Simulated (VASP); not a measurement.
Runs of VASP 6.6.1 on La. The structure is that of space group Im-3m (No. 229), or close to it. The cells are those of the table. This isn't the form of La at room conditions, which is double hcp.

| task | cell | cutoff (eV) | gap on the mesh (eV) | pressure (GPa) |
| --- | --- | --- | --- | --- |
| single point | a = 2.645 Å, angles 109.5°, 1 atom | 520 | none | (a) |
| relaxation of cell and atoms | relaxed to 170 GPa from a = 2.648 Å, angles 109.5°, 1 atom | 600 | none | 169.9 |
| relaxation of cell and atoms | relaxed to 170 GPa from a = 2.645 Å, angles 109.5°, 1 atom | 600 | none | 170.0 |
| single point | a = 2.643 Å, angles 109.5°, 1 atom | 520 | none | 170.9 |

Alike in all rows: level LDA; potentials or basis VASP PAW LDA potentials, release 64 (La); no spin polarisation; k mesh 18 × 18 × 18; smearing fermi-dirac 0.08 eV.

Problem. Estimate the missing entries.

Solution. (a) 169.7.

Caveats: spin-orbit coupling is left out, which moves the levels of the heavy elements; the cell stands under pressure (at least some runs); the cell is relaxed towards a set pressure, so the run minimises the enthalpy, not the energy (at least some runs).

A k mesh can miss the band edges, and the runs leave out spin-orbit coupling on La.

A gap of «none» marks levels without a gap at the run's occupations.
